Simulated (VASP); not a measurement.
Input of a VASP 6.6.1 run:

The input INCAR:

```
SYSTEM = SiO2
PREC = Accurate ; ENCUT = 520
EDIFF = 1E-7 ; ISMEAR = -1
SIGMA = 0.02 ; LREAL = .False.
LASPH = .True. ; NELM = 60
ALGO = Normal ; ISIF = 2
LWAVE = .False. ; LCHARG = .False.
GGA = PE ; IBRION = 2
NSW = 80 ; EDIFFG = -0.02
```

Contents of KPOINTS:

```
regular mesh
0
Gamma
  5 5 4
  0 0 0
```

POSCAR

```
SiO2
1.0
    4.9727000000      0.0000000000      0.0000000000
    0.0000000000      4.9727000000      0.0000000000
    0.0000000000      0.0000000000      6.9257000000
Si O
4 8
Direct
    0.3007000000      0.3007000000      0.0000000000
    0.1993000000      0.8007000000      0.2500000000
    0.6993000000      0.6993000000      0.5000000000
    0.8007000000      0.1993000000      0.7500000000
    0.2390000000      0.1041000000      0.1787000000
    0.3959000000      0.7390000000      0.4287000000
    0.7610000000      0.8959000000      0.6787000000
    0.6041000000      0.2610000000      0.9287000000
    0.7390000000      0.3959000000      0.5713000000
    0.8959000000      0.7610000000      0.3213000000
    0.2610000000      0.6041000000      0.0713000000
    0.1041000000      0.2390000000      0.8213000000
```

Potentials or basis: VASP PAW PBE potentials, release 64 (Si, O).

Run with:

```console
$ cat potpaw_PBE.64/Si/POTCAR potpaw_PBE.64/O/POTCAR > POTCAR
$ mpirun -np 1 vasp_std > vasp.out
```

Question: Predict the energy gained by relaxing.

Answer: 11.6 meV/atom.

Question: What does it give for the band gap on the k mesh?

Answer: 5.62 eV.

Final structure:
```
CELL_PARAMETERS angstrom
4.97270 0.00000 0.00000
0.00000 4.97270 0.00000
0.00000 0.00000 6.92570
ATOMIC_POSITIONS crystal
Si 0.30582 0.30582 0.00000
Si 0.19418 0.80582 0.25000
Si 0.69418 0.69418 0.50000
Si 0.80582 0.19418 0.75000
O 0.23659 0.11707 0.18526
O 0.38293 0.73659 0.43526
O 0.76341 0.88293 0.68526
O 0.61707 0.26341 0.93526
O 0.73659 0.38293 0.56474
O 0.88293 0.76341 0.31474
O 0.26341 0.61707 0.06474
O 0.11707 0.23659 0.81474
```

A k mesh can miss the band edges.
